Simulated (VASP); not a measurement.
# SiNi (P1) in VASP: single point with PBE

Aim: the single point of SiNi with PBE.

Program: VASP 6.6.1. These are calculated values, not measurements. Logs are shortened: lines on timing, memory, paths and dates and some standing lists are left out, and cuts for length are marked.

### 1 The cell of the first run

The typed cell holds 8 atoms: a = 5.132 Å, b = 3.379 Å, c = 5.540 Å, α = 90.09°, β = 91.74°, γ = 93.39°.

### 2 Single point, PBE (atoms moved at random and the cell strained at random)

Input file INCAR:

```
SYSTEM = SiNi
ALGO = Fast
EDIFF = 1E-7
ENCUT = 520
GGA = PE
ISIF = 2
ISMEAR = 0
LASPH = .True.
LCHARG = .False.
LREAL = .False.
LWAVE = .False.
NBANDS = 38
NELM = 60
PREC = Accurate
SIGMA = 0.15
```

Input file KPOINTS:

```
k-points
0
Gamma
  8 12 8
  0 0 0
```

Input file POSCAR:

```
SiNi
1.0
    5.1296299355     -0.1522395534     -0.0776876493
   -0.0997040114      3.3779871953     -0.0034264381
   -0.0847060630     -0.0057045354      5.5391608272
Si Ni
4 4
Direct
    0.3965321784      0.7133753459      0.1159356109
    0.1779864751      0.2925856598      0.5725980898
    0.8054884207      0.6860430081      0.4357917950
    0.6799752873      0.2138565402      0.9801859613
   -0.0140526013      0.3506817496      0.1945507580
    0.4084075351      0.7537699880      0.7072905194
    0.5621855008      0.3104979952      0.2629903858
    0.9834772039      0.6791897133      0.7306568797
```

Potentials or basis: VASP PAW PBE potentials, release 64 (Si, Ni).

The run is started by

```sh
$ cat potpaw_PBE.64/Si/POTCAR potpaw_PBE.64/Ni/POTCAR > POTCAR
$ mpirun -np 1 vasp_std > vasp.out
```

OUTCAR:

```text
SYSTEM = SiNi
   EDIFF = 1E-7
   ENCUT = 520
   GGA = PE
   ISIF = 2
   ISMEAR = 0
   LASPH = .True.
   LREAL = .False.
   NELM = 60
   PREC = Accurate

 ion  position               nearest neighbor table
   1  0.397  0.713  0.116-   7 1.83   6 2.27   7 2.28   4 2.31   4 2.43   5 2.43   3 2.71   8 2.96
                             2 3.11
   2  0.178  0.293  0.573-   8 1.92   6 2.03   5 2.30   6 2.34   8 2.42   3 2.49   7 2.65   3 2.81
                             1 3.11
   3  0.805  0.686  0.436-   8 1.85   7 1.96   5 2.03   2 2.49   6 2.59   7 2.68   1 2.71   5 2.74
                             2 2.81   4 3.02
   4  0.680  0.214  0.980-   7 1.73   5 1.97   1 2.31   1 2.43   6 2.50   8 2.58   6 2.78   8 2.84
                             3 3.02
   5  0.986  0.351  0.195-   4 1.97   3 2.03   7 2.22   2 2.30   1 2.43   3 2.74   8 2.80   7 2.98

   6  0.408  0.754  0.707-   2 2.03   8 2.19   1 2.27   2 2.34   4 2.50   3 2.59   4 2.78   8 2.98
                             7 3.03
   7  0.562  0.310  0.263-   4 1.73   1 1.83   3 1.96   5 2.22   1 2.28   2 2.65   3 2.68   5 2.98
                             6 3.03
   8  0.983  0.679  0.731-   3 1.85   2 1.92   6 2.19   2 2.42   4 2.58   5 2.80   4 2.84   1 2.96
                             6 2.98

  LATTYP: Found a triclinic cell.
 ALAT       =     5.9759670470
 B/A-ratio  =     0.5655084788
 C/A-ratio  =     0.9270150512
 COS(alpha) =     0.0015919553
 COS(beta)  =     0.0269974587
 COS(gamma) =     0.5147328293

  Lattice vectors:

 A1 = (  -5.0299259241,  -3.2257476419,   0.0811140874)
 A2 = (   0.0997040114,  -3.3779871953,   0.0034264381)
 A3 = (  -0.0847060630,  -0.0057045354,   5.5391608272)

Analysis of symmetry for initial positions (statically):
=====================================================================
 Subroutine PRICEL returns:
 Original cell was already a primitive cell.

 Routine SETGRP: Setting up the symmetry group for a
 triclinic supercell.

 Subroutine GETGRP returns: Found  1 space group operations
 (whereof  1 operations were pure point group operations)
 out of a pool of  2 trial point group operations.

The static configuration has the point symmetry C_1 .

Analysis of symmetry for dynamics (positions and initial velocities):
=====================================================================
 Subroutine PRICEL returns:
 Original cell was already a primitive cell.

 Routine SETGRP: Setting up the symmetry group for a
 triclinic supercell.

 Subroutine GETGRP returns: Found  1 space group operations
 (whereof  1 operations were pure point group operations)
 out of a pool of  2 trial point group operations.

The dynamic configuration has the point symmetry C_1 .

 Subroutine INISYM returns: Found  1 space group operations
 (whereof  1 operations are pure point group operations),
 and found     1 'primitive' translations

----------------------------------------------------------------------------------------

                                     Primitive cell

  volume of cell :      95.8751

  direct lattice vectors                    reciprocal lattice vectors
     5.129629935 -0.152239553 -0.077687649     0.195162175  0.005763402  0.002990398
    -0.099704011  3.377987195 -0.003426438     0.008800225  0.296294470  0.000439715
    -0.084706063 -0.005704535  5.539160827     0.002742626  0.000264116  0.180574974

  length of vectors
     5.132476549  3.379460034  5.539811398     0.195270156  0.296425454  0.180595994

  position of ions in fractional coordinates (direct lattice)
     0.396532178  0.713375346  0.115935611
     0.177986475  0.292585660  0.572598090
     0.805488421  0.686043008  0.435791795
     0.679975287  0.213856540  0.980185961
     0.985947399  0.350681750  0.194550758
     0.408407535  0.753769988  0.707290519
     0.562185501  0.310497995  0.262990386
     0.983477204  0.679189713  0.730656880

  ion indices of the primitive-cell ions
   primitive index   ion index
                 1           1
                 2           2
                 3           3
                 4           4
                 5           5
                 6           6
                 7           7
                 8           8

----------------------------------------------------------------------------------------

 KPOINTS: k-points

Automatic generation of k-mesh.
 Grid dimensions read from file:
 generate k-points for:    8   12    8

 Generating k-lattice:

  Cartesian coordinates                     Fractional coordinates (reciprocal lattice)
     0.024395272  0.000720425  0.000373800     0.125000000 -0.000000000 -0.000000000
     0.000733352  0.024691206  0.000036643     0.000000000  0.083333333  0.000000000
     0.000342828  0.000033014  0.022571872     0.000000000  0.000000000  0.125000000

  Length of vectors
     0.024408769  0.024702121  0.022574499

  Shift w.r.t. Gamma in fractional coordinates (k-lattice)
     0.000000000  0.000000000  0.000000000

 Subroutine IBZKPT returns following result:
 ===========================================

 Found    388 irreducible k-points:

 Following reciprocal coordinates:
            Coordinates               Weight
  0.000000  0.000000  0.000000      1.000000
  0.125000  0.000000 -0.000000      2.000000
  0.250000  0.000000 -0.000000      2.000000
  0.375000 -0.000000 -0.000000      2.000000
  0.500000  0.000000 -0.000000      1.000000
  0.000000  0.083333  0.000000      2.000000
[... 16 lines left out ...]
  0.125000  0.250000 -0.000000      2.000000
  0.250000  0.250000  0.000000      2.000000
 [... further k-points ...]
   k-points           NKPTS =    388   k-points in BZ     NKDIM =    388   number of bands    NBANDS=     38
   number of dos      NEDOS =    301   number of ions     NIONS =      8
   total plane-waves  NPLWV =  47040
   dimension x,y,z NGX =    40 NGY =   28 NGZ =   42
   dimension x,y,z NGXF=    80 NGYF=   56 NGZF=   84
   ions per type =               4   4
   NGX,Y,Z   is equivalent  to a cutoff of  12.96, 13.77, 12.60 a.u.
   NGXF,Y,Z  is equivalent  to a cutoff of  25.91, 27.55, 25.21 a.u.
 SYSTEM =  SiNi
   PREC   = accura    normal or accurate (medium, high low for compatibility)
   ISTART =      0    job   : 0-new  1-cont  2-samecut
   ICHARG =      2    charge: 1-file 2-atom 10-const
   ISPIN  =      1    spin polarized calculation?
   LNONCOLLINEAR =      F non collinear calculations
   LSORBIT =      F    spin-orbit coupling
   LASPH  =      T    aspherical Exc in radial PAW
   ENCUT  =  520.0 eV  38.22 Ry    6.18 a.u.   9.54  6.28 10.30*2*pi/ulx,y,z
   NELM   =     60;   NELMIN=  2; NELMDL= -5     # of ELM steps
   EDIFF  = 0.1E-06   stopping-criterion for ELM
   LREAL  =      F    real-space projection
   EDIFFG = 0.1E-05   stopping-criterion for IOM
   NSW    =      0    number of steps for IOM
   IBRION =     -1    ionic relax: 0-MD 1-quasi-New 2-CG
   NFREE  =      0    steps in history (QN), initial steepest desc. (CG)
   ISIF   =      2    stress and relaxation
   ISYM   =      2    0-nonsym 1-usesym 2-fastsym
   POTIM  = 0.5000    time-step for ionic-motion
   TEBEG  =    0.0;   TEEND  =   0.0 temperature during run
   PSTRESS=    0.0 pullay stress
   NELECT =      56.0000    total number of electrons
   NUPDOWN=      -1.0000    fix difference up-down
   EMIN   =  10.00;   EMAX   =-10.00  energy-range for DOS
   EFERMI =   0.00;   METHOD = LEGACY
   ISMEAR =     0;   SIGMA  =   0.15  broadening in eV -4-tet -1-fermi 0-gaus
   EFERMI_NEDOS =   21; number of points for ismear=-14 and -15
   IALGO  =     68    algorithm
   IMIX   =      4    mixing-type and parameters
     AMIX     =   0.40;   BMIX     =  1.00
     AMIX_MAG =   1.60;   BMIX_MAG =  1.00
  volume/ion in A,a.u.               =      11.98        80.87
  Fermi-wavevector in a.u.,A,eV,Ry     =   1.368471  2.586035 25.479800  1.872712
  Thomas-Fermi vector in A             =   2.494432
   LORBIT       =      0    0 simple, 1 ext, 2 COOP (PROOUT), +10 PAW based schemes
   GGA     = PE    functional components
   LHFCALC =     F    Hartree Fock is set to
   AEXX    =    0.0000 exact exchange contribution
   IVDW    =     0    specifies the selected vdW correction
   LEPSILON=     F    determine dielectric tensor
   LRPA    =     F    only Hartree local field effects (RPA)
 non-spin polarized calculation
 RMM-DIIS sequential band-by-band and
 Gauss-broadening in eV      SIGMA  =   0.15
  energy-cutoff  :      520.00
  volume of cell :       95.88
 maximum number of plane-waves:      2600
 NGX is ok and might be reduce to    40
   NGX = 19   NGY = 13   NGZ = 21

 number of electron      56.0000011 magnetization

 Free energy of the ion-electron system (eV)
  ---------------------------------------------------
  ext. energy  EPLUGINS =         0.00000000
  ---------------------------------------------------
  free energy    TOTEN  =       -36.40806546 eV

  energy without entropy =      -36.37265279  energy(sigma->0) =      -36.39035912

 E-fermi :  10.4591     XC(G=0): -12.0762

 val. band max:       10.4579507435   @ k =  -0.2500   0.1667   0.5000
 cond. band min:      10.4652091635   @ k =  -0.3750   0.1667   0.0000
 fundamental gap:      0.0072584200
 Fermi energy:        10.4590730112

 k-point     1 :       0.0000    0.0000    0.0000
  band No.  band energies     occupation
      1      -2.9911      2.00000
      2      -0.0348      2.00000
      3       1.8270      2.00000
      4       2.7474      2.00000
      5       3.6218      2.00000
      6       4.2804      2.00000
[... 30 lines left out ...]
     37      17.5298      0.00000
     38      18.2335      0.00000

 k-point     2 :       0.1250    0.0000   -0.0000
  band No.  band energies     occupation
      1      -2.9206      2.00000
      2      -0.1595      2.00000
      3       1.8323      2.00000
      4       2.5894      2.00000
      5       3.6880      2.00000
      6       4.3764      2.00000
[... 30 lines left out ...]
     37      17.2981      0.00000
     38      17.6039      0.00000
[... 859 lines left out ...]
     37      16.2841      0.00000
     38      17.2383      0.00000

 k-point    24 :       0.2500    0.2500    0.0000
  band No.  band energies     occupation
      1      -1.9054      2.00000
      2       0.0323      2.00000
      3       2.0952      2.00000
      4       2.6622      2.00000
      5       3.7385      2.00000
      6       4.2787      2.00000
[... 30 lines left out ...]
     37      16.9504      0.00000
     38      17.2981      0.00000

 [... further k-points ...]
[... 5 lines left out ...]
  --------------------------------------------------------------------------------------
  -------------------------------------------------------------------------------------
  Total       32.2127361     27.5127303     43.5026720     -3.4001572     10.3267565      5.2999884
  in kB      538.3098493    459.7676424    726.9769563    -56.8203236    172.5713311     88.5685698
  external PRESSURE =     575.0181493 kB  Pullay stress =       0.0000000 kB

 VOLUME and BASIS-vectors are now :
 -----------------------------------------------------------------------------
  energy-cutoff  :      520.00
  volume of cell :       95.88
      direct lattice vectors                 reciprocal lattice vectors
     5.129629935 -0.152239553 -0.077687649     0.195162175  0.005763402  0.002990398
    -0.099704011  3.377987195 -0.003426438     0.008800225  0.296294470  0.000439715
    -0.084706063 -0.005704535  5.539160827     0.002742626  0.000264116  0.180574974

 POSITION                                       TOTAL-FORCE (eV/Angst)
 -----------------------------------------------------------------------------------
      1.95312      2.34874      0.60894        -6.435579      5.421771     -3.485351
      0.83533      0.95799      3.15688         1.687501     -6.186567     -2.755137
      4.02654      2.19233      2.34899        -1.808374      5.363912     -2.258546
      3.38367      0.61329      5.37585         2.655498     -2.347381    -15.281062
      5.00610      1.03339      0.99985         6.798652     -1.185722     -0.625227
      1.95991      2.48001      3.88348         5.592554      2.030852      0.231101
      2.83057      0.96177      1.41201        -6.480095     -6.788687     14.108452
      4.91527      2.14040      3.96849        -2.010157      3.691823     10.065771
 -----------------------------------------------------------------------------------
    total drift:                                0.001546     -0.000380      0.001104

  FREE ENERGIE OF THE ION-ELECTRON SYSTEM (eV)
  ---------------------------------------------------
  free  energy   TOTEN  =       -36.4080654615 eV

  energy  without entropy=      -36.3726527853  energy(sigma->0) =      -36.39035912
```

It took 46 min on 1 thread of Oxide Virtual Turin-like, shared host; peak memory 0.98 GiB.

What came out:

| Quantity | Value |
| --- | --- |
| Free energy | -36.4081 eV |
| Pressure | 57.5 GPa |
| Largest force | 16.945 eV/Å |
| Band gap on the k mesh | zero (bands 28 and 29 overlap by 1.74 eV) |

Forces on the atoms (eV/Å):
```
Si   -6.436   5.422  -3.485
Si    1.688  -6.187  -2.755
Si   -1.808   5.364  -2.259
Si    2.655  -2.347 -15.281
Ni    6.799  -1.186  -0.625
Ni    5.593   2.031   0.231
Ni   -6.480  -6.789  14.108
Ni   -2.010   3.692  10.066
```

Caveat: the cell differs from its parent crystal (atoms moved at random and the cell strained at random); the stress differs along the axes, from 46 to 73 GPa; forces of over 1 eV/Å act on the atoms, so gaps and moduli don't describe the material at rest. Spin polarisation is off, so any magnetic state and its effect on volume and gap are missing.
